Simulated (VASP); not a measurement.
Na:

```xyz
1
Lattice="-2.1410 2.1410 2.1410 2.1410 -2.1410 2.1410 2.1410 2.1410 -2.1410" Properties=species:S:1:pos:R:3 pbc="T T T"
Na    0.0000    0.0000    0.0000
```

| Quantity | Value |
| --- | --- |
| Program | VASP 6.6.1 |
| Task | relaxation of volume and atoms at fixed shape |
| Functional | PBEsol |
| Potentials or basis | VASP PAW PBE potentials, release 64 (Na_pv) |
| Cutoff | 600 eV |
| k mesh | 7 × 7 × 7 |
| Occupations | fermi-dirac, width 0.1 eV |
| Spin | no spin polarisation |

At the start: pressure -0.5 GPa; volume 39.26 Å³/atom.

Problem. Where does the relaxation end?

Solution. Over 3 steps the energy falls by 5.3 meV/atom and the volume is 36.36 Å³/atom (-7.4 %); space group Im-3m (No. 229, to 0.05 Å).

The path:
```csv
step,energy change (eV),largest force (eV/Å),pressure (GPa),volume (Å³)
1,0.0000,0.0000,-0.53,39.26
2,-0.0022,0.0000,-0.43,38.52
3,-0.0053,0.0000,-0.04,36.36
```

Final structure:
```yaml
crystal:
  lattice:
    - [-2.08699, 2.08699, 2.08699]
    - [2.08699, -2.08699, 2.08699]
    - [2.08699, 2.08699, -2.08699]
  atoms:
    - { symbol: Na, position: [0.00000, 0.00000, 0.00000] }
```

Caveat: the PAW data sets were made with another functional, which shifts forces and pressure a little.
